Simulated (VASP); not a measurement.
# MnGe (CsCl type) (Pm-3m) in VASP: density of states with LDA

Aim: the density of states of MnGe (CsCl type) with LDA.

All numbers are computed with VASP 6.6.1; they aren't measurements. Logs are shortened: lines on timing, memory, paths and dates and some standing lists are left out, and cuts for length are marked.

## Step 1: The cell of the first run

The structure is cubic, space group Pm-3m (No. 221). The conventional cell has a = 2.542 Å, b = 2.542 Å, c = 2.542 Å, α = 90.00°, β = 90.00°, γ = 90.00°. Within 2.9 Å of Mn (site symmetry m-3m) lie 8 Ge at 2.20 Å and 6 Mn at 2.54 Å. Within 2.9 Å of Ge (site symmetry m-3m) lie 8 Mn at 2.20 Å and 6 Ge at 2.54 Å.

## Step 2: Density of states, LDA, collinear spin, ferromagnetic start (volume scaled by 0.7)

File POSCAR:

```
MnGe
1.0
    2.5420068892      0.0000000000      0.0000000000
    0.0000000000      2.5420068892      0.0000000000
    0.0000000000      0.0000000000      2.5420068892
Mn Ge
1 1
Direct
    0.0000000000      0.0000000000      0.0000000000
    0.5000000000      0.5000000000      0.5000000000
```

File INCAR.step1:

```
SYSTEM = MnGe
ALGO = Normal ; EDIFF = 1E-7
ENCUT = 520 ; ISIF = 2
ISMEAR = -1 ; ISPIN = 2
LASPH = .True. ; LCHARG = .True.
LMAXMIX = 4 ; LREAL = .False.
LWAVE = .False. ; MAGMOM = 3 0
NBANDS = 24 ; NELM = 150
PREC = Accurate ; SIGMA = 0.1
```

File KPOINTS.step1:

```
k-points
0
Gamma
  13 13 13
  0 0 0
```

File INCAR.step2:

```
SYSTEM = MnGe
ALGO = Normal ; EDIFF = 1E-7
ENCUT = 520 ; ICHARG = 11
ISIF = 2 ; ISMEAR = -5
ISPIN = 2 ; LASPH = .True.
LCHARG = .False. ; LMAXMIX = 4
LORBIT = 11 ; LREAL = .False.
LWAVE = .False. ; MAGMOM = 3 0
NBANDS = 24 ; NEDOS = 1001
NELM = 150 ; PREC = Accurate
SIGMA = 0.1
```

File KPOINTS.step2:

```
k-points
0
Gamma
  20 20 20
  0 0 0
```

Potentials or basis: VASP PAW LDA potentials, release 64 (Mn_pv, Ge_d).

Command:

```bash
$ cat potpaw_LDA.64/Mn_pv/POTCAR potpaw_LDA.64/Ge_d/POTCAR > POTCAR
$ cp INCAR.step1 INCAR
$ cp KPOINTS.step1 KPOINTS
$ mpirun -np 1 vasp_std > vasp.out
$ cp INCAR.step2 INCAR
$ cp KPOINTS.step2 KPOINTS
$ mpirun -np 1 vasp_std > vasp.out
```

OUTCAR:

```text
SYSTEM = MnGe
   EDIFF = 1E-7
   ENCUT = 520
   ICHARG = 11
   ISIF = 2
   ISMEAR = -5
   ISPIN = 2
   LASPH = .True.
   LORBIT = 11
   LREAL = .False.
   NELM = 150
   PREC = Accurate

 ion  position               nearest neighbor table
   1  0.000  0.000  0.000-   2 2.20   2 2.20   2 2.20   2 2.20   2 2.20   2 2.20   2 2.20   2 2.20

   2  0.500  0.500  0.500-   1 2.20   1 2.20   1 2.20   1 2.20   1 2.20   1 2.20   1 2.20   1 2.20

  LATTYP: Found a simple cubic cell.
 ALAT       =     2.5420068892

  Lattice vectors:

 A1 = (   2.5420068892,   0.0000000000,   0.0000000000)
 A2 = (   0.0000000000,   2.5420068892,   0.0000000000)
 A3 = (   0.0000000000,   0.0000000000,   2.5420068892)

Analysis of symmetry for initial positions (statically):
=====================================================================
 Subroutine PRICEL returns:
 Original cell was already a primitive cell.

 Routine SETGRP: Setting up the symmetry group for a
 simple cubic supercell.

 Subroutine GETGRP returns: Found 48 space group operations
[... 9 lines left out ...]

 Routine SETGRP: Setting up the symmetry group for a
 simple cubic supercell.

 Subroutine GETGRP returns: Found 48 space group operations
 (whereof 48 operations were pure point group operations)
 out of a pool of 48 trial point group operations.

The dynamic configuration has the point symmetry O_h .

Analysis of structural, dynamic, and magnetic symmetry:
=====================================================================
 Subroutine PRICEL returns:
 Original cell was already a primitive cell.

 Routine SETGRP: Setting up the symmetry group for a
 simple cubic supercell.

 Subroutine GETGRP returns: Found 48 space group operations
 (whereof 48 operations were pure point group operations)
 out of a pool of 48 trial point group operations.

The overall configuration has the point symmetry O_h .

 Subroutine INISYM returns: Found 48 space group operations
[... 5 lines left out ...]
                                     Primitive cell

  volume of cell :      16.4259

  direct lattice vectors                    reciprocal lattice vectors
     2.542006889  0.000000000  0.000000000     0.393389965  0.000000000  0.000000000
     0.000000000  2.542006889  0.000000000     0.000000000  0.393389965  0.000000000
     0.000000000  0.000000000  2.542006889     0.000000000  0.000000000  0.393389965

  length of vectors
     2.542006889  2.542006889  2.542006889     0.393389965  0.393389965  0.393389965

  position of ions in fractional coordinates (direct lattice)
     0.000000000  0.000000000  0.000000000
     0.500000000  0.500000000  0.500000000

  ion indices of the primitive-cell ions
   primitive index   ion index
                 1           1
                 2           2

----------------------------------------------------------------------------------------

 KPOINTS: k-points

Automatic generation of k-mesh.
 Grid dimensions read from file:
 generate k-points for:   20   20   20

 Generating k-lattice:

  Cartesian coordinates                     Fractional coordinates (reciprocal lattice)
     0.019669498  0.000000000  0.000000000     0.050000000  0.000000000  0.000000000
     0.000000000  0.019669498  0.000000000     0.000000000  0.050000000  0.000000000
     0.000000000  0.000000000  0.019669498     0.000000000  0.000000000  0.050000000

  Length of vectors
     0.019669498  0.019669498  0.019669498

  Shift w.r.t. Gamma in fractional coordinates (k-lattice)
     0.000000000  0.000000000  0.000000000

 TETIRR: Found   3982 inequivalent tetrahedra from    48000

 Subroutine IBZKPT returns following result:
 ===========================================

 Found    286 irreducible k-points:

 Following reciprocal coordinates:
            Coordinates               Weight
  0.000000  0.000000  0.000000      1.000000
  0.050000  0.000000  0.000000      6.000000
  0.100000  0.000000  0.000000      6.000000
  0.150000  0.000000  0.000000      6.000000
  0.200000  0.000000  0.000000      6.000000
  0.250000  0.000000  0.000000      6.000000
[... 16 lines left out ...]
  0.150000  0.100000  0.000000     24.000000
  0.200000  0.100000  0.000000     24.000000
 [... further k-points ...]
   k-points           NKPTS =    286   k-points in BZ     NKDIM =    286   number of bands    NBANDS=     24
   number of dos      NEDOS =   1001   number of ions     NIONS =      2
   total plane-waves  NPLWV =   8000
   dimension x,y,z NGX =    20 NGY =   20 NGZ =   20
   dimension x,y,z NGXF=    40 NGYF=   40 NGZF=   40
   ions per type =               1   1
   NGX,Y,Z   is equivalent  to a cutoff of  13.08, 13.08, 13.08 a.u.
   NGXF,Y,Z  is equivalent  to a cutoff of  26.16, 26.16, 26.16 a.u.
 SYSTEM =  MnGe
   PREC   = accura    normal or accurate (medium, high low for compatibility)
   ISTART =      0    job   : 0-new  1-cont  2-samecut
   ICHARG =     11    charge: 1-file 2-atom 10-const
   ISPIN  =      2    spin polarized calculation?
   LNONCOLLINEAR =      F non collinear calculations
   LSORBIT =      F    spin-orbit coupling
   LASPH  =      T    aspherical Exc in radial PAW
   ENCUT  =  520.0 eV  38.22 Ry    6.18 a.u.   4.73  4.73  4.73*2*pi/ulx,y,z
   NELM   =    150;   NELMIN=  2; NELMDL=  0     # of ELM steps
   EDIFF  = 0.1E-06   stopping-criterion for ELM
   LREAL  =      F    real-space projection
   EDIFFG = 0.1E-05   stopping-criterion for IOM
   NSW    =      0    number of steps for IOM
   IBRION =     -1    ionic relax: 0-MD 1-quasi-New 2-CG
   NFREE  =      0    steps in history (QN), initial steepest desc. (CG)
   ISIF   =      2    stress and relaxation
   ISYM   =      2    0-nonsym 1-usesym 2-fastsym
   POTIM  = 0.5000    time-step for ionic-motion
   TEBEG  =    0.0;   TEEND  =   0.0 temperature during run
   PSTRESS=    0.0 pullay stress
   NELECT =      27.0000    total number of electrons
   NUPDOWN=      -1.0000    fix difference up-down
   EMIN   =  10.00;   EMAX   =-10.00  energy-range for DOS
   EFERMI =   0.00;   METHOD = LEGACY
   ISMEAR =    -5;   SIGMA  =   0.10  broadening in eV -4-tet -1-fermi 0-gaus
   EFERMI_NEDOS =   21; number of points for ismear=-14 and -15
   IALGO  =     38    algorithm
   IMIX   =      4    mixing-type and parameters
     AMIX     =   0.40;   BMIX     =  1.00
     AMIX_MAG =   1.60;   BMIX_MAG =  1.00
  volume/ion in A,a.u.               =       8.21        55.42
  Fermi-wavevector in a.u.,A,eV,Ry     =   1.932054  3.651054 50.788295  3.732834
  Thomas-Fermi vector in A             =   2.963900
   LORBIT       =     11    0 simple, 1 ext, 2 COOP (PROOUT), +10 PAW based schemes
   GGA     = CA    functional components
   LHFCALC =     F    Hartree Fock is set to
   AEXX    =    0.0000 exact exchange contribution
   IVDW    =     0    specifies the selected vdW correction
   LEPSILON=     F    determine dielectric tensor
   LRPA    =     F    only Hartree local field effects (RPA)
 spin polarized calculation
 Fermi weights with tetrahedron method with Bloechl corrections
  energy-cutoff  :      520.00
  volume of cell :       16.43
 maximum number of plane-waves:       466
 NGX is ok and might be reduce to    20

 number of electron      27.0000008 magnetization       0.0000504

 Free energy of the ion-electron system (eV)
  ---------------------------------------------------
  ext. energy  EPLUGINS =         0.00000000
  ---------------------------------------------------
  free energy    TOTEN  =       -12.61462200 eV

  energy without entropy =      -12.61462200  energy(sigma->0) =      -12.61462200

 E-fermi :  16.6768     XC(G=0): -16.2983

 val. band max:       16.7181706357   @ k =   0.5000   0.2500   0.2500
 cond. band min:      16.6736353363   @ k =   0.2000   0.1000   0.1000
 fundamental gap:     -0.0445352995
 Fermi energy:        16.6768037214

 spin component 1

 k-point     1 :       0.0000    0.0000    0.0000
  band No.  band energies     occupation
      1     -30.3161      1.00000
      2     -30.3161      1.00000
      3     -30.3161      1.00000
      4      -8.8690      1.00000
      5      -8.8690      1.00000
      6      -8.4280      1.00000
[... 16 lines left out ...]
     23      40.9815      0.00000
     24      48.2227      0.00000

 k-point     2 :       0.0500    0.0000    0.0000
  band No.  band energies     occupation
      1     -30.3276      1.00000
      2     -30.3153      1.00000
      3     -30.3153      1.00000
      4      -8.8675      1.00000
      5      -8.8592      1.00000
      6      -8.4301      1.00000
[... 16 lines left out ...]
     23      40.9472      0.00000
     24      48.1904      0.00000
[... 565 lines left out ...]
     23      40.5259      0.00000
     24      44.1556      0.00000

 k-point    24 :       0.2000    0.1000    0.0000
  band No.  band energies     occupation
      1     -30.4719      1.00000
      2     -30.3469      1.00000
      3     -30.3007      1.00000
      4      -8.8212      1.00000
      5      -8.7139      1.00000
      6      -8.4726      1.00000
[... 16 lines left out ...]
     23      39.9137      0.00000
     24      43.7838      0.00000

 [... further k-points ...]

 spin component 2

 k-point     1 :       0.0000    0.0000    0.0000
  band No.  band energies     occupation
      1     -30.3161      1.00000
      2     -30.3161      1.00000
      3     -30.3161      1.00000
      4      -8.8690      1.00000
      5      -8.8690      1.00000
      6      -8.4280      1.00000
[... 16 lines left out ...]
     23      40.9815      0.00000
     24      48.2228      0.00000

 k-point     2 :       0.0500    0.0000    0.0000
  band No.  band energies     occupation
      1     -30.3275      1.00000
      2     -30.3152      1.00000
      3     -30.3152      1.00000
      4      -8.8675      1.00000
      5      -8.8592      1.00000
      6      -8.4301      1.00000
[... 16 lines left out ...]
     23      40.9472      0.00000
     24      48.1963      0.00000
[... 565 lines left out ...]
     23      40.5259      0.00000
     24      44.1556      0.00000

 k-point    24 :       0.2000    0.1000    0.0000
  band No.  band energies     occupation
      1     -30.4718      1.00000
      2     -30.3469      1.00000
      3     -30.3007      1.00000
      4      -8.8212      1.00000
      5      -8.7139      1.00000
      6      -8.4726      1.00000
[... 16 lines left out ...]
     23      39.9138      0.00000
     24      43.7838      0.00000

 [... further k-points ...]

------------------------ aborting loop because EDIFF is reached ----------------------------------------

  FORCE on cell =-STRESS in cart. coord.  units (eV):
  Direction    XX          YY          ZZ          XY          YZ          ZX
  --------------------------------------------------------------------------------------
  -------------------------------------------------------------------------------------
  Total       17.5550178     17.5550178     17.5550178     -0.0000000     -0.0000000     -0.0000000
  in kB     1712.3072172   1712.3072172   1712.3072172     -0.0000000     -0.0000000     -0.0000000
  external PRESSURE =    1712.3072172 kB  Pullay stress =       0.0000000 kB

 VOLUME and BASIS-vectors are now :
 -----------------------------------------------------------------------------
  energy-cutoff  :      520.00
  volume of cell :       16.43
      direct lattice vectors                 reciprocal lattice vectors
     2.542006889  0.000000000  0.000000000     0.393389965  0.000000000  0.000000000
     0.000000000  2.542006889  0.000000000     0.000000000  0.393389965  0.000000000
     0.000000000  0.000000000  2.542006889     0.000000000  0.000000000  0.393389965

 POSITION                                       TOTAL-FORCE (eV/Angst)
 -----------------------------------------------------------------------------------
      0.00000      0.00000      0.00000         0.000000      0.000000      0.000000
      1.27100      1.27100      1.27100         0.000000      0.000000      0.000000
 -----------------------------------------------------------------------------------
    total drift:                                0.000000      0.000000      0.000000

  FREE ENERGIE OF THE ION-ELECTRON SYSTEM (eV)
  ---------------------------------------------------
  free  energy   TOTEN  =       -12.6146220045 eV

  energy  without entropy=      -12.6146220045  energy(sigma->0) =      -12.61462200

 total charge

# of ion       s       p       d       tot
------------------------------------------
    1        0.441   6.586   5.994  13.021
    2        1.146   1.818  10.434  13.399
--------------------------------------------------
tot          1.587   8.405  16.428  26.420

 magnetization (x)

# of ion       s       p       d       tot
------------------------------------------
    1        0.000   0.000   0.000   0.000
    2       -0.000  -0.000   0.000  -0.000
--------------------------------------------------
tot         -0.000  -0.000   0.000   0.000
```

Wall time 2.2 min (1 thread of AMD EPYC 7R13 (Zen 3), shared host); peak memory 0.26 GiB.

What came out:

- Net moment: 0.00 μB per cell
- Valence electrons inside the program's atomic spheres: Mn 13.02; Ge 13.40

Levels at points of the mesh, in eV from the Fermi level:
Spin up:
| k point | band 11 | band 12 | band 13 | band 14 | band 15 | band 16 | band 17 | band 18 |
| --- | --- | --- | --- | --- | --- | --- | --- | --- |
| (0.00, 0.00, 0.00) | -4.12 | 0.55 | 0.55 | 0.55 | 4.97 | 4.97 | 4.97 | 13.63 |
| (0.50, 0.00, 0.00) | -3.40 | -2.35 | -2.35 | 0.60 | 2.37 | 10.58 | 13.19 | 13.19 |
| (0.50, 0.50, 0.00) | -5.52 | -3.51 | -0.87 | -0.87 | 1.83 | 5.30 | 6.93 | 11.55 |
| (0.50, 0.50, 0.50) | -7.66 | -1.34 | 1.94 | 1.94 | 4.82 | 4.82 | 4.82 | 7.77 |
Spin down:
| k point | band 11 | band 12 | band 13 | band 14 | band 15 | band 16 | band 17 | band 18 |
| --- | --- | --- | --- | --- | --- | --- | --- | --- |
| (0.00, 0.00, 0.00) | -4.12 | 0.55 | 0.55 | 0.55 | 4.97 | 4.97 | 4.97 | 13.63 |
| (0.50, 0.00, 0.00) | -3.40 | -2.35 | -2.35 | 0.60 | 2.37 | 10.58 | 13.19 | 13.19 |
| (0.50, 0.50, 0.00) | -5.52 | -3.51 | -0.87 | -0.87 | 1.83 | 5.30 | 6.93 | 11.55 |
| (0.50, 0.50, 0.50) | -7.66 | -1.34 | 1.94 | 1.94 | 4.82 | 4.82 | 4.82 | 7.77 |

Caveat: the starting moments collapsed, and a magnetic state may lie lower; tetrahedron occupations give inexact forces and stress in metals.
